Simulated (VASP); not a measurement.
# CuO (P-1) in VASP: single point with RPBE+D3(BJ)

Aim: the single point of CuO with RPBE+D3(BJ).

Everything below comes from runs of VASP 6.6.1. Logs are shortened: lines on timing, memory, paths and dates and some standing lists are left out, and cuts for length are marked.

### 1 The cell of the first run

The typed cell holds 8 atoms: a = 2.858 Å, b = 5.164 Å, c = 5.128 Å, α = 110.71°, β = 93.39°, γ = 90.87°.

### 2 Single point, RPBE+D3(BJ)

The input, INCAR:

```
SYSTEM = CuO
ALGO     = Normal         ! electronic algorithm
EDIFF    = 1E-7           ! SCF threshold, eV
ENCUT    = 520            ! plane-wave cutoff, eV
GGA      = RP             ! functional
ISIF     = 2              ! what is computed and relaxed
ISMEAR   = -1             ! smearing method
IVDW     = 12             ! dispersion correction
LASPH    = .TRUE.         ! aspherical terms in the spheres
LCHARG   = .FALSE.        ! write CHGCAR
LREAL    = .FALSE.        ! projectors in reciprocal space
LWAVE    = .FALSE.        ! write WAVECAR
NBANDS   = 44             ! bands
NELM     = 100            ! most SCF steps
PREC     = Accurate       ! precision mode
SIGMA    = 0.05           ! smearing width, eV
```

The input, KPOINTS:

```
k-points
0
G
  9 5 5
  0 0 0
```

The input, POSCAR:

```
CuO
1.0
    2.4280250643     -1.5030459643     -0.1274135628
   -1.2778327581     -1.5116695431     -4.7690468094
    2.4314622986      4.5138416195     -0.1183479089
Cu O
4 4
Direct
    0.2499971180      1.0000004689      0.2500007425
    0.7500027553     -0.0000003274      0.7499997445
    0.2499991797      0.4999992732      0.7500003915
    0.7500014087      0.5000001923      0.2499992374
    0.7060416836      0.7500315304      0.0454559602
    0.2060441387      0.7500296059      0.5454554449
    0.2939614588      0.2499698302     -0.0454568110
    0.7939522573      0.2499694265      0.4545452901
```

Potentials or basis: VASP PAW PBE potentials, release 64 (Cu, O).

Command:

```console
$ cat potpaw_PBE.64/Cu/POTCAR potpaw_PBE.64/O/POTCAR > POTCAR
$ mpirun -np 1 vasp_std > vasp.out
```

OUTCAR:

```text
SYSTEM = CuO
   EDIFF = 1E-7
   ENCUT = 520
   GGA = RP
   ISIF = 2
   ISMEAR = -1
   IVDW = 12
   LASPH = .TRUE.
   LREAL = .FALSE.
   NELM = 100
   PREC = Accurate
 IVDW          = 12

 ion  position               nearest neighbor table
   1  0.250  0.000  0.250-   5 1.93   8 1.93   8 1.99   5 1.99   6 2.32   7 2.32
   2  0.750  1.000  0.750-   7 1.93   6 1.93   7 1.99   6 1.99   8 2.32   5 2.32
   3  0.250  0.500  0.750-   7 1.93   6 1.93   5 2.00   8 2.00   8 2.31   5 2.31
   4  0.750  0.500  0.250-   5 1.93   8 1.93   7 2.00   6 2.00   6 2.31   7 2.31
   5  0.706  0.750  0.045-   1 1.93   4 1.93   1 1.99   3 2.00   3 2.31   2 2.32
   6  0.206  0.750  0.545-   2 1.93   3 1.93   2 1.99   4 2.00   4 2.31   1 2.32
   7  0.294  0.250  0.955-   2 1.93   3 1.93   2 1.99   4 2.00   4 2.31   1 2.32
   8  0.794  0.250  0.455-   1 1.93   4 1.93   1 1.99   3 2.00   3 2.31   2 2.32

  LATTYP: Found a triclinic cell.
 ALAT       =     8.8645078816
 B/A-ratio  =     0.6700368304
 C/A-ratio  =     0.6787624847
 COS(alpha) =     0.0029857727
 COS(beta)  =     0.5113403528
 COS(gamma) =     0.8314815470

  Lattice vectors:

 A1 = (  -6.1373201210,  -4.5224651983,  -4.5232853377)
 A2 = (  -3.7058578224,  -0.0086235788,  -4.6416332466)
 A3 = (  -0.0034372343,  -6.0168875838,  -0.0090656539)

Analysis of symmetry for initial positions (statically):
=====================================================================
 Subroutine PRICEL returns:
 Original cell was already a primitive cell.

 Routine SETGRP: Setting up the symmetry group for a
 triclinic supercell.

 Subroutine GETGRP returns: Found  2 space group operations
 (whereof  2 operations were pure point group operations)
 out of a pool of  2 trial point group operations.

The static configuration has the point symmetry S_2 .

Analysis of symmetry for dynamics (positions and initial velocities):
=====================================================================
 Subroutine PRICEL returns:
 Original cell was already a primitive cell.

 Routine SETGRP: Setting up the symmetry group for a
 triclinic supercell.

 Subroutine GETGRP returns: Found  2 space group operations
 (whereof  2 operations were pure point group operations)
 out of a pool of  2 trial point group operations.

The dynamic configuration has the point symmetry S_2 .

 Subroutine INISYM returns: Found  2 space group operations
 (whereof  2 operations are pure point group operations),
 and found     1 'primitive' translations

----------------------------------------------------------------------------------------

                                     Primitive cell

  volume of cell :      70.6247

  direct lattice vectors                    reciprocal lattice vectors
     2.428025064 -1.503045964 -0.127413563     0.307337771 -0.166329816 -0.029626582
    -1.277832758 -1.511669543 -4.769046809    -0.010662098  0.000317872 -0.206929430
     2.431462299  4.513841619 -0.118347909     0.098768470  0.166261739 -0.079165168

  length of vectors
     2.858441376  5.163507416  5.128428736     0.350713342  0.207204176  0.208962438

  position of ions in fractional coordinates (direct lattice)
     0.249997118  0.000000469  0.250000742
     0.750002755  0.999999673  0.749999745
     0.249999180  0.499999273  0.750000392
     0.750001409  0.500000192  0.249999237
     0.706041684  0.750031530  0.045455960
     0.206044139  0.750029606  0.545455445
     0.293961459  0.249969830  0.954543189
     0.793952257  0.249969427  0.454545290

  ion indices of the primitive-cell ions
   primitive index   ion index
                 1           1
                 2           2
                 3           3
                 4           4
                 5           5
                 6           6
                 7           7
                 8           8

----------------------------------------------------------------------------------------

 KPOINTS: k-points

Automatic generation of k-mesh.
 Grid dimensions read from file:
 generate k-points for:    9    5    5

 Generating k-lattice:

  Cartesian coordinates                     Fractional coordinates (reciprocal lattice)
     0.034148641 -0.018481091 -0.003291842     0.111111111  0.000000000 -0.000000000
    -0.002132420  0.000063574 -0.041385886     0.000000000  0.200000000  0.000000000
     0.019753694  0.033252348 -0.015833034     0.000000000  0.000000000  0.200000000

  Length of vectors
     0.038968149  0.041440835  0.041792488

  Shift w.r.t. Gamma in fractional coordinates (k-lattice)
     0.000000000  0.000000000  0.000000000

 Subroutine IBZKPT returns following result:
 ===========================================

 Found    113 irreducible k-points:

 Following reciprocal coordinates:
            Coordinates               Weight
  0.000000  0.000000  0.000000      1.000000
  0.111111  0.000000 -0.000000      2.000000
  0.222222  0.000000 -0.000000      2.000000
  0.333333 -0.000000 -0.000000      2.000000
  0.444444  0.000000 -0.000000      2.000000
 -0.000000  0.200000  0.000000      2.000000
[... 16 lines left out ...]
 -0.111111  0.400000  0.000000      2.000000
  0.000000  0.000000  0.200000      2.000000
 [... further k-points ...]
   k-points           NKPTS =    113   k-points in BZ     NKDIM =    113   number of bands    NBANDS=     44
   number of dos      NEDOS =    301   number of ions     NIONS =      8
   total plane-waves  NPLWV =  38400
   dimension x,y,z NGX =    24 NGY =   40 NGZ =   40
   dimension x,y,z NGXF=    48 NGYF=   80 NGZF=   80
   ions per type =               4   4
   NGX,Y,Z   is equivalent  to a cutoff of  13.96, 12.88, 12.97 a.u.
   NGXF,Y,Z  is equivalent  to a cutoff of  27.92, 25.76, 25.93 a.u.
 SYSTEM =  CuO
   PREC   = accura    normal or accurate (medium, high low for compatibility)
   ISTART =      0    job   : 0-new  1-cont  2-samecut
   ICHARG =      2    charge: 1-file 2-atom 10-const
   ISPIN  =      1    spin polarized calculation?
   LNONCOLLINEAR =      F non collinear calculations
   LSORBIT =      F    spin-orbit coupling
   LASPH  =      T    aspherical Exc in radial PAW
   ENCUT  =  520.0 eV  38.22 Ry    6.18 a.u.   5.31  9.60  9.54*2*pi/ulx,y,z
   NELM   =    100;   NELMIN=  2; NELMDL= -5     # of ELM steps
   EDIFF  = 0.1E-06   stopping-criterion for ELM
   LREAL  =      F    real-space projection
   EDIFFG = 0.1E-05   stopping-criterion for IOM
   NSW    =      0    number of steps for IOM
   IBRION =     -1    ionic relax: 0-MD 1-quasi-New 2-CG
   NFREE  =      0    steps in history (QN), initial steepest desc. (CG)
   ISIF   =      2    stress and relaxation
   ISYM   =      2    0-nonsym 1-usesym 2-fastsym
   POTIM  = 0.5000    time-step for ionic-motion
   TEBEG  =    0.0;   TEEND  =   0.0 temperature during run
   PSTRESS=    0.0 pullay stress
   NELECT =      68.0000    total number of electrons
   NUPDOWN=      -1.0000    fix difference up-down
   EMIN   =  10.00;   EMAX   =-10.00  energy-range for DOS
   EFERMI =   0.00;   METHOD = LEGACY
   ISMEAR =    -1;   SIGMA  =   0.05  broadening in eV -4-tet -1-fermi 0-gaus
   EFERMI_NEDOS =   21; number of points for ismear=-14 and -15
   IALGO  =     38    algorithm
   IMIX   =      4    mixing-type and parameters
     AMIX     =   0.40;   BMIX     =  1.00
     AMIX_MAG =   1.60;   BMIX_MAG =  1.00
  volume/ion in A,a.u.               =       8.83        59.57
  Fermi-wavevector in a.u.,A,eV,Ry     =   1.616562  3.054859 35.555731  2.613273
  Thomas-Fermi vector in A             =   2.711128
   LORBIT       =      0    0 simple, 1 ext, 2 COOP (PROOUT), +10 PAW based schemes
   GGA     = RP    functional components
   LHFCALC =     F    Hartree Fock is set to
   AEXX    =    0.0000 exact exchange contribution
   IVDW    =    12    specifies the selected vdW correction
   LEPSILON=     F    determine dielectric tensor
   LRPA    =     F    only Hartree local field effects (RPA)
 non-spin polarized calculation
  energy-cutoff  :      520.00
  volume of cell :       70.62
 maximum number of plane-waves:      1917
 NGX is ok and might be reduce to    24
   NGX = 11   NGY = 19   NGZ = 19

 number of electron      67.9999926 magnetization

 Free energy of the ion-electron system (eV)
  ---------------------------------------------------
  ext. energy  EPLUGINS =         0.00000000
  ---------------------------------------------------
  free energy    TOTEN  =       -34.15596263 eV

  energy without entropy =      -34.12497725  energy(sigma->0) =      -34.14046994

 E-fermi :   7.5641     XC(G=0): -12.6289

 val. band max:        7.5523660468   @ k =  -0.3333   0.0000   0.2000
 cond. band min:       7.5647231316   @ k =   0.0000   0.4000   0.0000
 fundamental gap:      0.0123570848
 Fermi energy:         7.5641103515

 k-point     1 :       0.0000    0.0000    0.0000
  band No.  band energies     occupation
      1     -13.1153      2.00000
      2     -11.6578      2.00000
      3     -11.6015      2.00000
      4     -11.5787      2.00000
      5      -1.0585      2.00000
      6      -0.6883      2.00000
[... 36 lines left out ...]
     43      17.4158      0.00000
     44      20.7808      0.00000

 k-point     2 :       0.1111    0.0000   -0.0000
  band No.  band energies     occupation
      1     -13.0121      2.00000
      2     -11.6223      2.00000
      3     -11.5745      2.00000
      4     -11.5529      2.00000
      5      -0.8932      2.00000
      6      -0.5232      2.00000
[... 36 lines left out ...]
     43      17.4137      0.00000
     44      20.1873      0.00000

 k-point     3 :       0.2222    0.0000   -0.0000
  band No.  band energies     occupation
      1     -12.7252      2.00000
      2     -11.5577      2.00000
      3     -11.5042      2.00000
      4     -11.4747      2.00000
      5      -0.4294      2.00000
      6      -0.0585      2.00000
[... 36 lines left out ...]
     43      17.6241      0.00000
     44      19.0005      0.00000

 k-point     4 :       0.3333   -0.0000   -0.0000
  band No.  band energies     occupation
      1     -12.3243      2.00000
      2     -11.5391      2.00000
      3     -11.4186      2.00000
      4     -11.3826      2.00000
      5       0.2155      2.00000
      6       0.4270      2.00000
[... 882 lines left out ...]
     43      18.6391      0.00000
     44      19.1481      0.00000

 k-point    23 :      -0.1111    0.4000    0.0000
  band No.  band energies     occupation
      1     -12.5973      2.00000
      2     -12.1085      2.00000
      3     -11.8178      2.00000
      4     -11.3487      2.00000
      5      -0.2308      2.00000
      6       0.3334      2.00000
[... 36 lines left out ...]
     43      18.7761      0.00000
     44      19.8871      0.00000

 k-point    24 :       0.0000    0.0000    0.2000
  band No.  band energies     occupation
      1     -13.0002      2.00000
      2     -11.8512      2.00000
      3     -11.5978      2.00000
      4     -11.5548      2.00000
      5      -0.8465      2.00000
      6      -0.3351      2.00000
[... 36 lines left out ...]
     43      17.7680      0.00000
     44      20.1502      0.00000

 [... further k-points ...]

------------------------ aborting loop because EDIFF is reached ----------------------------------------

 Edisp (eV)  -11.10994

 E8    (eV) :    -6.5517

  FORCE on cell =-STRESS in cart. coord.  units (eV):
  Direction    XX          YY          ZZ          XY          YZ          ZX
  --------------------------------------------------------------------------------------
  -------------------------------------------------------------------------------------
  Total       0.38889     0.19289     0.37804     0.00166     0.00617    -0.01322
  in kB       8.82223     4.37594     8.57622     0.03759     0.14002    -0.29993
  external pressure =        7.26 kB  Pullay stress =        0.00 kB

 VOLUME and BASIS-vectors are now :
 -----------------------------------------------------------------------------
  energy-cutoff  :      520.00
  volume of cell :       70.62
      direct lattice vectors                 reciprocal lattice vectors
     2.428025064 -1.503045964 -0.127413563     0.307337771 -0.166329816 -0.029626582
    -1.277832758 -1.511669543 -4.769046809    -0.010662098  0.000317872 -0.206929430
     2.431462299  4.513841619 -0.118347909     0.098768470  0.166261739 -0.079165168

 POSITION                                       TOTAL-FORCE (eV/Angst)
 -----------------------------------------------------------------------------------
      1.21487      0.75271     -0.06144        -0.000005     -0.000012     -0.000017
      2.36679      0.74642     -4.95337         0.000005      0.000012      0.000017
      1.79169      2.25379     -2.50513        -0.000041     -0.000072     -0.000058
      1.78997     -0.75466     -2.50967         0.000041      0.000072      0.000058
      0.86640     -1.98983     -3.67227        -0.000234     -0.068920      0.001109
      0.86812      1.01861     -3.66773        -0.000230     -0.068828      0.001153
      2.71526      3.48895     -1.34254         0.000234      0.068920     -0.001109
      2.71353      0.48053     -1.34707         0.000230      0.068828     -0.001153
 -----------------------------------------------------------------------------------
    total drift:                                0.001653      0.000558      0.001604

  FREE ENERGIE OF THE ION-ELECTRON SYSTEM (eV)
  ---------------------------------------------------
  free  energy   TOTEN  =       -45.2659063545 eV

  energy  without entropy=      -45.2349209793  energy(sigma->0) =      -45.25041367
```

It took 11 min on 1 thread of Intel Xeon 8259CL, shared host; peak memory 0.38 GiB.

What came out:

```yaml
Free_energy: -45.2659 eV
Pressure: 0.7 GPa
Largest_force: 0.069 eV/Å
Band_gap_on_the_k_mesh: zero (bands 34 and 35 overlap by 0.69 eV)
Dispersion_energy_per_atom: -1.389 eV
```

Forces in eV/Å, atoms in the order of the input:
```
Cu   0.000  0.000  0.000
Cu   0.000  0.000  0.000
Cu   0.000  0.000  0.000
Cu   0.000  0.000  0.000
O    0.000 -0.069  0.001
O    0.000 -0.069  0.001
O    0.000  0.069 -0.001
O    0.000  0.069 -0.001
```

Caveat: the dispersion term is far too large for a dense solid, which distorts pressure and volume; the PAW data sets were made with another functional, which shifts forces and pressure a little; semilocal functionals often make such compounds metallic where correlation or magnetic order opens a gap, which also shifts bond lengths.
